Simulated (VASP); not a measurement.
## Ti: electric field gradients with PBE

The system is Ti.

```
CELL_PARAMETERS angstrom
0.00000 2.03000 2.09090
2.03000 0.00000 2.09090
2.03000 2.03000 0.00000
ATOMIC_POSITIONS crystal
Ti 0.00000 0.00000 0.00000
```

This cell differs from its parent crystal: zz strain of +3 %.

```json
{
  "Program": "VASP 6.6.1",
  "Task": "electric field gradients",
  "Functional": "PBE",
  "Potentials or basis": "VASP PAW PBE potentials, release 64 (Ti_sv)",
  "Cutoff": "520 eV",
  "k mesh": "15 × 15 × 15",
  "Occupations": "fermi-dirac, width 0.05 eV",
  "Spin": "no spin polarisation",
  "Dipole correction": "no",
  "Further INCAR settings": "ALGO = Normal; EDIFF = 1e-08; NBANDS = 12"
}
```

- Pressure: 0.7 GPa
- Band gap on the k mesh: zero (bands 6 and 7 overlap by 1.17 eV)
- Largest electric field gradient by atom: Ti -3.3 V/Å²

Stress tensor (GPa, compression positive):
```
1.06 0.00 0.00
0.00 1.06 0.00
0.00 0.00 0.07
```

Levels at points of the mesh, in eV from the Fermi level:
```
           k point  band 4  band 5  band 6  band 7  band 8  band 9
(0.00, 0.00, 0.00)  -32.54   -6.11    0.73    0.97    0.97    2.39
```

Electric field gradients, principal values (V/Å²):
| atom | least | middle | greatest (by size) |
| --- | --- | --- | --- |
| 1 Ti | 1.656 | 1.657 | -3.313 |

Wall time 50 s on 1 thread of Intel(R) Xeon(R) Platinum 8259CL CPU @ 2.50GHz (Skylake/Cascade Lake), on a shared host, peak memory 0.18 GiB.

Caveat: the cell differs from its parent crystal (zz strain of +3 %); without QUAD_EFG the Cq values of the log hold for a quadrupole moment of 1 mb, not for the nuclei.
